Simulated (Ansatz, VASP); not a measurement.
# One calculation of In3GaAs4, two programs

```xyz
8
Lattice="5.9533 0.0000 0.0000 0.0000 5.9533 0.0000 0.0000 0.0000 5.9533" Properties=species:S:1:pos:R:3 pbc="T T T"
In    2.9767    0.0000    0.0000
In    0.0000    0.0000    2.9767
In    0.0000    2.9767    0.0000
Ga    2.9767    2.9767    2.9767
As    1.5499    4.4034    1.5499
As    1.5499    1.5499    4.4034
As    4.4034    4.4034    4.4034
As    4.4034    1.5499    1.5499
```

Alike in both runs: functional PBE; k mesh 6 × 6 × 6; occupations gaussian, width 0.1 eV; no spin polarisation.

Ansatz relaxed the structure, and its values are those at the end. VASP's run is a single point on that final structure, the one shown.

|  | VASP | Ansatz |
| --- | --- | --- |
| version | VASP 6.6.1 | Ansatz 0.2.0 |
| potentials or method | VASP PAW PBE potentials, release 64 (In_d, Ga_d, As), cutoff 520 eV | scalar-relativistic, plane waves, PAW |
| valence electrons in the cell | 72 | 112 |

```csv
,VASP,Ansatz,Ansatz less VASP
gap on the k mesh at the Fermi level (eV),none,none,-
pressure (GPa),3.7,3.6,-0.10
rms of the force components (eV/Å),0.004,0.007,+0.0028
```

A gap of «none» marks a metal or a gap that the smearing closes. VASP's potentials hold 72 valence electrons a cell and Ansatz's 112, so a difference there can come from the potentials and not from the codes. Ansatz's warnings: stress scf threshold loose.
